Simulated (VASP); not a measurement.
Crystal: TiHg.

```xyz
2
Lattice="3.0090 0.0000 0.0000 0.0000 3.0090 0.0000 0.0000 0.0000 4.0410" Properties=species:S:1:pos:R:3 pbc="T T T"
Ti    1.5045    1.5045    2.0205
Hg    0.0000    0.0000    0.0000
```

| Quantity | Value |
| --- | --- |
| Program | VASP 6.6.1 |
| Task | relaxation of cell and atoms |
| Functional | LDA |
| Potentials or basis | VASP PAW LDA potentials, release 64 (Ti_sv, Hg) |
| Cutoff | 600 eV |
| k mesh | 14 × 14 × 10 |
| Occupations | gaussian, width 0.1 eV |
| Spin | no spin polarisation |

At the start: pressure -5.8 GPa; volume 18.29 Å³/atom.

Q: Where does the relaxation end?

A: Over 10 steps the energy falls by 17.7 meV/atom and the volume is 17.42 Å³/atom (-4.8 %); space group P4/mmm (No. 123, to 0.05 Å).

Step by step:
| step | energy change (eV) | largest force (eV/Å) | pressure (GPa) | volume (Å³) |
| --- | --- | --- | --- | --- |
| 1 | 0.0000 | 0.0000 | -5.85 | 36.59 |
| 2 | 0.0042 | 0.0000 | 7.62 | 33.16 |
| 3 | -0.0336 | 0.0000 | -0.01 | 34.86 |
| 4 | -0.0336 | 0.0000 | 0.12 | 34.82 |
| 5 | -0.0346 | 0.0000 | 0.13 | 34.82 |
| 6 | -0.0354 | 0.0000 | 0.12 | 34.80 |
| 7 | -0.0353 | 0.0000 | 0.13 | 34.80 |
| 8 | -0.0353 | 0.0000 | 0.12 | 34.80 |
| 9 | -0.0353 | 0.0000 | -0.21 | 34.89 |
| 10 | -0.0354 | 0.0000 | -0.01 | 34.83 |

Final structure:
```
Ti Hg
1.0
     2.93867    0.00000    0.00000
     0.00000    2.93867    0.00000
     0.00000    0.00000    4.03345
Ti Hg
1 1
Direct
  0.50000 0.50000 0.50000
  0.00000 0.00000 0.00000
```
